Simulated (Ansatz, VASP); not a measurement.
## Ge2SbO4: VASP beside Ansatz

```
CELL_PARAMETERS angstrom
6.10617 -1.47400 -0.02080
6.10617 1.47400 -0.02080
-2.14473 0.00000 5.62209
ATOMIC_POSITIONS crystal
Ge 0.71410 0.71410 0.78699
Ge 0.99420 0.99420 0.97845
Sb 0.29212 0.29212 0.42813
O 0.14270 0.14270 0.87785
O 0.85425 0.85425 0.03312
O 0.44024 0.44024 0.72741
O 0.56239 0.56239 0.16805
```

Change from the starting cell: species swapped into the VCr2Te4 type (Cm, No. 8).

Alike in both runs: functional PBE; k mesh 12 × 12 × 6; occupations gaussian, width 0.1 eV; no spin polarisation.

Ansatz relaxed the structure, and its values are those at the end. VASP's run is a single point on that final structure, the one shown.

```csv
,VASP,Ansatz
version,VASP 6.6.1,Ansatz 0.2.0
potentials or method,"VASP PAW PBE potentials, release 64 (Ge_d, Sb, O), cutoff 520 eV","scalar-relativistic, plane waves, PAW"
valence electrons in the cell,57,67
```

|  | VASP | Ansatz | Ansatz less VASP |
| --- | --- | --- | --- |
| gap on the k mesh at the Fermi level (eV) | none | none | - |
| pressure (GPa) | 0.0 | 0.0 | -0.03 |
| rms of the force components (eV/Å) | 0.015 | 0.003 | -0.0125 |

A gap of «none» marks a metal or a gap that the smearing closes. VASP's potentials hold 57 valence electrons a cell and Ansatz's 67, so a difference there can come from the potentials and not from the codes.

Spin-orbit coupling is off throughout.
